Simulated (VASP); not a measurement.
A run of VASP 6.6.1 is set up as follows.

The input INCAR:

```
ALGO     = Normal         # electronic algorithm
EDIFF    = 1E-6           # SCF threshold, eV
ENCUT    = 520            # plane-wave cutoff, eV
GGA      = PS             # functional
ISIF     = 2              # what is computed and relaxed
ISMEAR   = -1             # smearing method
LASPH    = True           # aspherical terms in the spheres
LCHARG   = False          # write CHGCAR
LREAL    = False          # projectors in reciprocal space
LWAVE    = False          # write WAVECAR
NBANDS   = 21             # bands
NELM     = 100            # most SCF steps
PREC     = Accurate       # precision mode
SIGMA    = 0.1            # smearing width, eV
```

Contents of KPOINTS:

```
k-points
0
Gamma
  15 15 8
```

The input POSCAR:

```
Mo
1.0
    2.7341859947      0.0000000000      0.0000000000
   -1.3670929973      2.3678745300      0.0000000000
    0.0000000000      0.0000000000      4.8229152106
Mo
2
Direct
    0.3333333333      0.6666666667      0.2500000000
    0.6666666667      0.3333333333      0.7500000000
```

Potentials or basis: VASP PAW PBE potentials, release 64 (Mo_sv).

The run is started by

```console
$ cat potpaw_PBE.64/Mo_sv/POTCAR > POTCAR
$ mpirun -np 1 vasp_std > vasp.out
```

Q: What does it give for the pressure?

A: 0.5 GPa.

Q: Estimate the band gap on the k mesh.

A: Zero (bands 14 and 15 overlap by 1.95 eV).

Stress tensor (GPa, compression positive):
```
0.51 0.00 0.00
0.00 0.51 0.00
0.00 0.00 0.62
```

Caveat: the PAW data sets were made with another functional, which shifts forces and pressure a little.
